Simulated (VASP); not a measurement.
# La2O (Fm-3m) in VASP: notebook, part 2 of 2

VASP 6.6.1.

## 4. Relaxation of cell and atoms, PBE

Contents of INCAR:

```
SYSTEM = La2O
PREC     = Accurate       ! precision mode
ENCUT    = 600            ! plane-wave cutoff, eV
EDIFF    = 1E-6           ! SCF threshold, eV
ISMEAR   = 0              ! smearing method
SIGMA    = 0.1            ! smearing width, eV
LREAL    = .False.        ! projectors in reciprocal space
LASPH    = .True.         ! aspherical terms in the spheres
NELM     = 100            ! most SCF steps
ALGO     = Normal         ! electronic algorithm
ISIF     = 3              ! what is computed and relaxed
LWAVE    = .False.        ! write WAVECAR
LCHARG   = .False.        ! write CHGCAR
GGA      = PE             ! functional
IBRION   = 2              ! ionic algorithm
NSW      = 90             ! ionic steps
EDIFFG   = -0.04          ! ionic threshold
```

Contents of KPOINTS:

```
regular mesh
0
Gamma
  6 6 6
  0 0 0
```

Contents of POSCAR:

```
La2O
1.0
    0.0000000000      3.0633696600      3.0633696600
    3.0633696600      0.0000000000      3.0633696600
    3.0633696600      3.0633696600      0.0000000000
La O
2 1
Direct
    0.2500000000      0.2500000000      0.2500000000
    0.7500000000      0.7500000000      0.7500000000
    0.0000000000      0.0000000000      0.0000000000
```

On the command line:

```
> cat potpaw_PBE.64/La/POTCAR potpaw_PBE.64/O/POTCAR > POTCAR
> mpirun -np 1 vasp_std > vasp.out
```

Wall time 62 s (1 thread of Intel Xeon Platinum 8488C (Sapphire Rapids), shared host); peak memory 0.22 GiB.

It converged, with:

```yaml
Free_energy: -18.4482 eV
Relaxed_volume: 21.68 Å³/atom
Relaxed_cell: a = 4.514 Å, b = 4.514 Å, c = 4.514 Å, α = 60.00°, β = 60.00°, γ = 60.00°
Space_group_after_relaxing_to_0.05_Å: Fm-3m (No. 225)
Energy_gained_by_relaxing: 83.4 meV/atom
Ionic_steps: 3
Pressure_after_relaxing: 0.0 GPa
Band_gap_on_the_k_mesh: zero (band 14 reaches 10.77 eV, above the bottom of band 15 at 8.72 eV)
```

The path:
```
step  energy change (eV)  largest force (eV/Å)  pressure (GPa)  volume (Å³)
   1              0.0000                0.0000           11.96        57.49
   2             -0.1678                0.0000           -4.74        70.24
   3             -0.2503                0.0000           -0.01        65.03
```

Final structure:
```
La O
1.0
     0.00000    3.19173    3.19173
     3.19173    0.00000    3.19173
     3.19173    3.19173    0.00000
La O
2 1
Cartesian
  1.5959 1.5959 1.5959
  4.7876 4.7876 4.7876
  0.0000 0.0000 0.0000
```

Levels at points of the mesh, in eV from the Fermi level:
| k point | band 11 | band 12 | band 13 | band 14 | band 15 | band 16 | band 17 | band 18 |
| --- | --- | --- | --- | --- | --- | --- | --- | --- |
| (0.00, 0.00, 0.00) | -5.68 | -5.68 | -1.86 | -1.86 | -1.68 | 0.97 | 0.97 | 0.97 |
| (0.50, 0.00, 0.00) | -4.91 | -4.47 | -0.91 | 0.37 | 0.37 | 1.17 | 1.18 | 1.19 |
| (0.50, 0.50, 0.00) | -4.41 | -4.41 | -2.27 | -0.85 | 0.25 | 1.00 | 1.06 | 1.36 |

Caveat: spin-orbit coupling is left out, which moves the levels of the heavy elements.

## 5. Single point, PBE

This run uses another cell than the first one, of 21.66 Å³/atom, 1.130 times its volume.

Contents of INCAR:

```
SYSTEM = La2O
PREC = Accurate
ENCUT = 520
EDIFF = 1E-6
ISMEAR = 0
SIGMA = 0.1
LREAL = .FALSE.
LASPH = .TRUE.
NELM = 80
ALGO = Normal
ISIF = 2
LWAVE = .FALSE.
LCHARG = .FALSE.
GGA = PE
NBANDS = 21
```

Contents of KPOINTS:

```
Automatic mesh
0
G
  12 12 12
  0 0 0
```

Contents of POSCAR:

```
La2O
1.0
    0.0000000000      3.1911117170      3.1911117170
    3.1911117170      0.0000000000      3.1911117170
    3.1911117170      3.1911117170      0.0000000000
La O
2 1
Direct
    0.2500000000      0.2500000000      0.2500000000
    0.7500000000      0.7500000000      0.7500000000
    0.0000000000      0.0000000000      0.0000000000
```

On the command line:

```
> cat potpaw_PBE.64/La/POTCAR potpaw_PBE.64/O/POTCAR > POTCAR
> mpirun -np 1 vasp_std > vasp.out
```

Wall time 99 s (1 thread of Intel Xeon Platinum 8488C (Sapphire Rapids), shared host); peak memory 0.27 GiB.

The run converged. Its results:

- Free energy: -18.4363 eV
- Pressure: -0.1 GPa
- Band gap on the k mesh: zero (band 14 reaches 10.87 eV, above the bottom of band 15 at 8.73 eV)

Levels at points of the mesh, in eV from the Fermi level:
```
           k point  band 12  band 13  band 14  band 15  band 16  band 17
(0.00, 0.00, 0.00)    -5.68    -1.86    -1.86    -1.69     0.97     0.97
(0.50, 0.00, 0.00)    -4.47    -0.91     0.37     0.37     1.18     1.18
(0.50, 0.50, 0.00)    -4.41    -2.27    -0.85     0.26     1.00     1.06
```

Caveat: spin-orbit coupling is left out, which moves the levels of the heavy elements.

## 6. Relaxation of cell and atoms, PBE

This run uses another cell than the first one, of 21.66 Å³/atom, 1.130 times its volume.

Contents of INCAR:

```
PREC = Accurate
ENCUT = 600
EDIFF = 1E-6
ISMEAR = 0
SIGMA = 0.1
LREAL = F
LASPH = T
NELM = 60
ALGO = Normal
ISIF = 3
LWAVE = F
LCHARG = F
GGA = PE
IBRION = 2
NSW = 100
EDIFFG = -0.01
```

Contents of KPOINTS:

```
regular mesh
0
Gamma
  12 12 12
```

POSCAR is that of step 5.

Potentials or basis: VASP PAW PBE potentials, release 64 (La, O).

On the command line:

```
> cat potpaw_PBE.64/La/POTCAR potpaw_PBE.64/O/POTCAR > POTCAR
> mpirun -np 1 vasp_std > vasp.out
```

Run time: 2.4 min. Hardware: 1 thread of Intel Xeon Platinum 8488C (Sapphire Rapids), shared host; peak memory 0.28 GiB.

It converged, with:

```yaml
Free_energy: -18.4387 eV
Relaxed_volume: 21.62 Å³/atom
Relaxed_cell: a = 4.510 Å, b = 4.510 Å, c = 4.510 Å, α = 60.00°, β = 60.00°, γ = 60.00°
Space_group_after_relaxing_to_0.05_Å: Fm-3m (No. 225)
Energy_gained_by_relaxing: 0.0 meV/atom
Ionic_steps: 2
Pressure_after_relaxing: 0.0 GPa
Band_gap_on_the_k_mesh: zero (band 14 reaches 10.89 eV, above the bottom of band 15 at 8.76 eV)
```

Final structure:
```
CELL_PARAMETERS angstrom
0.00000 3.18902 3.18902
3.18902 0.00000 3.18902
3.18902 3.18902 0.00000
ATOMIC_POSITIONS crystal
La 0.25000 0.25000 0.25000
La 0.75000 0.75000 0.75000
O 0.00000 0.00000 0.00000
```

Levels at points of the mesh, in eV from the Fermi level:
```tsv
k point	band 10	band 11	band 12	band 13	band 14	band 15	band 16	band 17	band 18
(0.00, 0.00, 0.00)	-5.70	-5.70	-5.70	-1.86	-1.86	-1.69	0.97	0.97	0.97
(0.50, 0.00, 0.00)	-4.92	-4.92	-4.48	-0.92	0.37	0.37	1.18	1.18	1.19
(0.50, 0.50, 0.00)	-5.27	-4.42	-4.42	-2.28	-0.85	0.26	1.00	1.06	1.37
```

Caveat: spin-orbit coupling is left out, which moves the levels of the heavy elements.

## 7. Summary

```csv
task,cell,k mesh,cutoff (eV),gap on the mesh (eV),pressure (GPa),relaxed volume (Å³/atom)
single point,"a = 4.332 Å, angles 60.0°, 3 atoms",6 × 6 × 6,520,none,12.0,-
single point,"a = 4.513 Å, angles 60.0°, 3 atoms",6 × 6 × 6,520,none,0.0,-
relaxation of cell and atoms,"relaxed from a = 4.332 Å, angles 60.0°, 3 atoms",6 × 6 × 6,600,none,0.0,21.68
single point,"a = 4.513 Å, angles 60.0°, 3 atoms",12 × 12 × 12,520,none,-0.1,-
relaxation of cell and atoms,"relaxed from a = 4.513 Å, angles 60.0°, 3 atoms",12 × 12 × 12,600,none,0.0,21.62
```

Alike in all rows: level PBE; potentials or basis VASP PAW PBE potentials, release 64 (La, O); no spin polarisation; smearing gaussian 0.1 eV.

Caveats: spin-orbit coupling is left out, which moves the levels of the heavy elements.

Total energies depend on the potentials used, so only differences within one code and one set of settings carry meaning.
